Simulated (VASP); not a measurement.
Ag:

```
CELL_PARAMETERS angstrom
0.00000 1.93416 1.93416
1.93416 0.00000 1.93416
1.93416 1.93416 0.00000
ATOMIC_POSITIONS crystal
Ag 0.00000 0.00000 0.00000
```

| Quantity | Value |
| --- | --- |
| Program | VASP 6.6.1 |
| Task | relaxation of cell and atoms |
| Functional | PBE |
| Potentials or basis | VASP PAW PBE potentials, release 64 (Ag) |
| Cutoff | 600 eV |
| k mesh | 8 × 8 × 8 |
| Occupations | gaussian, width 0.1 eV |
| Spin | no spin polarisation |

At the start: pressure 35.4 GPa; volume 14.47 Å³/atom.

Question: Where does the relaxation end?

Answer: Over 3 steps the energy falls by 299.4 meV/atom and the volume is 18.02 Å³/atom (+24.5 %); space group Fm-3m (No. 225, to 0.05 Å).

The path:
```tsv
step	energy change (eV)	largest force (eV/Å)	pressure (GPa)	volume (Å³)
1	0.0000	0.0000	35.45	14.47
2	-0.1246	0.0000	-10.23	22.27
3	-0.2994	0.0000	-0.34	18.02
```

Final structure:
```yaml
crystal:
  lattice:
    - [0.00000, 2.08085, 2.08085]
    - [2.08085, 0.00000, 2.08085]
    - [2.08085, 2.08085, 0.00000]
  atoms:
    - { symbol: Ag, position: [0.00000, 0.00000, 0.00000] }
```

Caveat: the volume moved by over 15 % at a fixed basis, so the end points are rough.
